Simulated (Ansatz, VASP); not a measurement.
CaHf: VASP beside Ansatz

```
Ca Hf
1.0
     5.64805    0.00000    0.00000
    -2.82402    4.89135    0.00000
     0.00000    0.00000    5.26796
Ca Hf
2 2
Direct
  0.33333 0.66667 0.25000
  0.66667 0.33333 0.75000
  0.00000 0.00000 0.00000
  0.00000 0.00000 0.50000
```

Change from the starting cell: species swapped into the NiSb type (P6_3/mmc, No. 194).

Alike in both runs: functional PBE; k mesh 6 × 6 × 4; occupations gaussian, width 0.1 eV; no spin polarisation.

Ansatz relaxed the structure, and its values are those at the end. VASP's run is a single point on that final structure, the one shown.

|  | VASP | Ansatz |
| --- | --- | --- |
| version | VASP 6.6.1 | Ansatz 0.2.0 |
| potentials or method | VASP PAW PBE potentials, release 64 (Ca_sv, Hf_pv), cutoff 520 eV | scalar-relativistic, plane waves, PAW |
| valence electrons in the cell | 40 | 72 |

VASP gave:

* gap on the k mesh at the Fermi level (eV): none
* pressure (GPa): 0.0

Question: Which values does Ansatz return?

Answer: gap on the k mesh at the Fermi level (eV): none; pressure (GPa): 0.1.

A gap of «none» marks a metal or a gap that the smearing closes. The functional is the same, so the differences come from potentials, cutoffs and numerics. VASP's potentials hold 40 valence electrons a cell and Ansatz's 72, so a difference there can come from the potentials and not from the codes.

Neither program's run includes spin-orbit coupling.
